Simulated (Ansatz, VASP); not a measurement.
**PbS: VASP beside Ansatz**

POSCAR

```
PbS
1.0
    2.2598000000      1.3046961383      3.0367666667
   -2.2598000000      1.3046961383      3.0367666667
    0.0000000000     -2.6093922766      3.0367666667
Pb S
1 1
Direct
    0.9781509158      0.9781509158      0.9781509158
    0.4774504142      0.4774504142      0.4774504142
```

Contents of INCAR.step1:

```
SYSTEM = PbS
ALGO     = Normal         ! electronic algorithm
EDIFF    = 1E-4           ! SCF threshold, eV
ENCUT    = 520            ! plane-wave cutoff, eV
GGA      = PE             ! functional
ISMEAR   = 0              ! smearing method
LASPH    = .TRUE.         ! aspherical terms in the spheres
LCHARG   = .FALSE.        ! write CHGCAR
LREAL    = .FALSE.        ! projectors in reciprocal space
LWAVE    = .TRUE.         ! write WAVECAR
NBANDS   = 17             ! bands
NELM     = 80             ! most SCF steps
PREC     = Accurate       ! precision mode
SIGMA    = 0.05           ! smearing width, eV
```

INCAR.step2

```
SYSTEM = PbS
ALGO     = Normal         ! electronic algorithm
EDIFF    = 1E-7           ! SCF threshold, eV
ENCUT    = 520            ! plane-wave cutoff, eV
ISIF     = 2              ! what is computed and relaxed
ISMEAR   = 0              ! smearing method
ISTART   = 1            
LASPH    = .TRUE.         ! aspherical terms in the spheres
LCHARG   = .TRUE.         ! write CHGCAR
LELF     = .TRUE.         ! ELF
LMIXTAU  = .TRUE.       
LREAL    = .FALSE.        ! projectors in reciprocal space
LVHAR    = .TRUE.       
LWAVE    = .FALSE.        ! write WAVECAR
METAGGA  = R2SCAN         ! meta-GGA
NBANDS   = 17             ! bands
NELM     = 80             ! most SCF steps
PREC     = Accurate       ! precision mode
SIGMA    = 0.05           ! smearing width, eV
```

KPOINTS

```
k-points
0
G
  9 9 9
  0 0 0
```

Input for Ansatz:

```yaml
crystal:
  lattice:
    - [2.2598, 1.3046961383, 3.0367666667]
    - [-2.2598, 1.3046961383, 3.0367666667]
    - [0.0, -2.6093922766, 3.0367666667]
  atoms:
    - { symbol: Pb, position: [0.9781509158, 0.9781509158, 0.9781509158] }
    - { symbol: S, position: [0.4774504142, 0.4774504142, 0.4774504142] }
basis:
  ecutwfc: 500
kpoints:
  mp_grid: { grid: [9, 9, 9] }
hamiltonian:
  xc: r2scan
scf:
  occupations: { method: gaussian, width: 0.05 }
output:
  forces: true
  stress: true
  eigenvalues: true
```

Alike in both runs: task single point; functional r2SCAN; k mesh 9 × 9 × 9; occupations gaussian, width 0.05 eV; no spin polarisation.

|  | VASP | Ansatz |
| --- | --- | --- |
| version | VASP 6.6.1 | Ansatz 0.2.0 |
| potentials or method | VASP PAW PBE potentials, release 64 (Pb_d, S), cutoff 520 eV | scalar-relativistic, plane waves, PAW |
| valence electrons in the cell | 20 | 20 |

|  | VASP | Ansatz | Ansatz less VASP |
| --- | --- | --- | --- |
| gap on the k mesh at the Fermi level (eV) | none | none | - |
| pressure (GPa) | -1.3 | -1.3 | +0.02 |
| traceless stress, the component that is largest in VASP (GPa) | 3.75 | 3.75 | -0.001 |

VASP's potentials were made for PBE, not for r2SCAN. A gap of «none» marks a metal or a gap that the smearing closes. With one functional, cell and mesh, what is left measures potentials, basis and numerics.

Neither program's run includes spin-orbit coupling.
